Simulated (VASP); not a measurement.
Set up this calculation in VASP 6.6.1, as the native input.

```yaml
Task: single point
Functional: PBEsol
Potentials_or_basis: VASP PAW PBE potentials, release 64 (W_sv, S)
Cutoff: 520 eV
k_mesh: 3 × 3 × 2
Occupations: fermi-dirac, width 0.112 eV
Spin: no spin polarisation
Dipole_correction: no
Further_INCAR_settings: ALGO = Normal; EDIFF = 1e-07; NBANDS = 64
```

The structure of WS2 lies in POSCAR:

```
WS2
1.0
    6.4575288123      0.0000000001      0.0000000000
   -3.2287644062      5.5923839971      0.0000000000
    0.0000000000      0.0000000000      5.9936451124
W S
4 8
Direct
    0.0031787724      0.0018251608      0.0009353240
   -0.0019607018      0.4950285963     -0.0030083530
    0.4985750479     -0.0002710830      0.0039606950
    0.4991368131      0.5001425155     -0.0016165455
    0.1738762465      0.3360185926      0.2535375338
    0.3422928665      0.1570362479      0.7334678510
    0.1757360697      0.8355855039      0.2571521955
    0.3389677798      0.6735825011      0.7525879353
    0.6553202903      0.3303739516      0.2569811811
    0.8314330992      0.1798778482      0.7431419306
    0.6625394175      0.8318303969      0.2547631652
    0.8328432565      0.6652130830      0.7468023075
```

One way to write it, as run:

INCAR

```
PREC = Accurate
ENCUT = 520
EDIFF = 1E-7
ISMEAR = -1
SIGMA = 0.112
LREAL = False
LASPH = True
NELM = 100
ALGO = Normal
ISIF = 2
LWAVE = False
LCHARG = False
GGA = PS
NBANDS = 64
```

KPOINTS

```
Automatic mesh
0
Gamma
  3 3 2
```

Potentials or basis: VASP PAW PBE potentials, release 64 (W_sv, S).

Launch:

```console
$ cat potpaw_PBE.64/W_sv/POTCAR potpaw_PBE.64/S/POTCAR > POTCAR
$ mpirun -np 1 vasp_std > vasp.out
```

Results of the run:

```
Pressure               : -0.9 GPa
Largest force          : 1.243 eV/Å
Band gap on the k mesh : zero (bands 52 and 53 overlap by 1.05 eV)
```

Caveat: the k points lie up to 0.52 Å⁻¹ apart, too coarse for converged energies and pressures of a metal; the atoms stand as in a frame of molecular dynamics; the PAW data sets were made with another functional, which shifts forces and pressure a little; spin-orbit coupling is left out, which moves the levels of the heavy elements.

Run time: 2.1 min on 1 thread of AMD EPYC 9R45 96-Core Processor (Zen 5) (shared host), peak memory 0.33 GiB.
